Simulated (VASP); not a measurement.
Write the native input for VASP 6.6.1 that does the following.

* Task: single point
* Functional: PBE
* Potentials or basis: VASP PAW PBE potentials, release 64 (As, Cu, Mn_pv)
* Cutoff: 520 eV
* k mesh: 7 × 7 × 4
* Occupations: fermi-dirac, width 0.05 eV
* Spin: no spin polarisation
* Dipole correction: no
* Further INCAR settings: ALGO = Fast; EDIFF = 1e-06; NBANDS = 38

The structure of MnCuAs lies in POSCAR:

```
MnCuAs
1.0
    3.6994910000      0.0000000000      0.0000000000
    0.0000000000      3.6994910000      0.0000000000
    0.0000000000      0.0000000000      6.4084220000
As Cu Mn
2 2 2
Direct
    0.5000000000      0.0000000000      0.2237540000
    0.0000000000      0.5000000000      0.7762460000
    0.5000000000      0.5000000000      0.5000000000
    0.0000000000      0.0000000000      0.5000000000
    0.5000000000      0.0000000000      0.8359800000
    0.0000000000      0.5000000000      0.1640200000
```

These files were run (other wordings do the same):

INCAR

```
PREC = Accurate ; ENCUT = 520
EDIFF = 1E-6 ; ISMEAR = -1
SIGMA = 0.05 ; LREAL = F
LASPH = T ; NELM = 80
ALGO = Fast ; ISIF = 2
LWAVE = F ; LCHARG = F
GGA = PE ; NBANDS = 38
```

KPOINTS

```
regular mesh
0
Gamma
  7 7 4
```

Potentials or basis: VASP PAW PBE potentials, release 64 (As, Cu, Mn_pv).

Run with:

```bash
$ cat potpaw_PBE.64/As/POTCAR potpaw_PBE.64/Cu/POTCAR potpaw_PBE.64/Mn_pv/POTCAR > POTCAR
$ mpirun -np 1 vasp_std > vasp.out
```

It gave:

```yaml
Pressure: -13.2 GPa
Largest_force: 0.960 eV/Å
Band_gap_on_the_k_mesh: zero (band 29 reaches 7.56 eV, above the bottom of band 30 at 7.11 eV)
```

It took 3.3 min on 1 thread of Oxide Virtual Turin-like Processor, with other jobs on the host, peak memory 0.21 GiB.
